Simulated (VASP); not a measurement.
CaOs, 2 atoms in the cell. Symmetry: Fm-3m, No. 225, cubic system. The conventional cell has a = 5.795 Å, b = 5.795 Å, c = 5.795 Å, α = 90.00°, β = 90.00°, γ = 90.00°. Within 3.8 Å of Ca (site symmetry m-3m) lie 6 Os at 2.90 Å. Within 3.8 Å of Os (site symmetry m-3m) lie 6 Ca at 2.90 Å. 

- Program: VASP 6.6.1
- Task: single point
- Functional: PBE
- Potentials or basis: VASP PAW PBE potentials, release 64 (Ca_sv, Os)
- Cutoff: 520 eV
- k mesh: 6 × 6 × 6
- Occupations: gaussian, width 0.1 eV
- Spin: no spin polarisation
- Dipole correction: no
- Further INCAR settings: ALGO = Normal; EDIFF = 1e-06; NBANDS = 16

Potentials or basis: VASP PAW PBE potentials, release 64 (Ca_sv, Os).

Launch:

```sh
$ cat potpaw_PBE.64/Ca_sv/POTCAR potpaw_PBE.64/Os/POTCAR > POTCAR
$ mpirun -np 1 vasp_std > vasp.out
```

Hardware: 1 thread of Intel Xeon 8259CL, on a shared host.

Q: How long does it take, and how much memory?

A: Run time: 29 s on 1 thread of Intel Xeon 8259CL, on a shared host, peak memory 0.17 GiB. Counts: scf iterations 12, k points 16.
